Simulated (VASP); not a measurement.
# SiGe: single point with PBEsol

SiGe:

```
CELL_PARAMETERS angstrom
3.88573 0.00000 0.00000
-1.94287 3.36514 0.00000
0.00000 0.00000 6.63669
ATOMIC_POSITIONS crystal
Si 0.66667 0.33333 0.87271
Si 0.33333 0.66667 0.37271
Ge 0.66667 0.33333 0.50228
Ge 0.33333 0.66667 0.00228
```

```json
{
 "Program": "VASP 6.6.1",
 "Task": "single point",
 "Functional": "PBEsol",
 "Potentials or basis": "VASP PAW PBE potentials, release 64 (Si, Ge_d)",
 "Cutoff": "520 eV",
 "k mesh": "12 × 12 × 6",
 "Occupations": "gaussian, width 0.02 eV",
 "Spin": "no spin polarisation",
 "Dipole correction": "no",
 "Further INCAR settings": "ALGO = Normal; EDIFF = 1e-07; NBANDS = 26"
}
```

```yaml
Pressure: -1.7 GPa
Largest_force: 0.004 eV/Å
Band_gap_on_the_k_mesh: 0.24 eV, indirect (least direct gap 0.67 eV)
```

Forces on the atoms (eV/Å):
```
Si   0.000  0.000  0.004
Si   0.000  0.000  0.004
Ge   0.000  0.000 -0.004
Ge   0.000  0.000 -0.004
```

Stress tensor (GPa, compression positive):
```
 0.00  0.00  0.00
 0.00  0.00  0.00
 0.00  0.00 -5.15
```

Levels at points of the mesh, in eV from the valence-band top:
```csv
k point,band 16,band 17,band 18,band 19,band 20,band 21
"(0.00, 0.00, 0.00)",-0.56,0.00,0.00,0.67,0.90,2.13
"(0.50, 0.00, 0.00)",-3.04,-3.04,-1.56,0.48,1.78,2.95
"(0.00, 0.00, 0.50)",-0.86,-0.86,-0.86,1.38,1.38,3.11
"(0.50, 0.00, 0.50)",-2.77,-2.44,-2.44,0.46,0.46,1.71
```

It took 72 s on 1 thread of Intel(R) Xeon(R) 6975P-C (Granite Rapids) (shared host), peak memory 0.28 GiB.

Caveat: the PAW data sets were made with another functional, which shifts forces and pressure a little. A k mesh can miss the band edges.
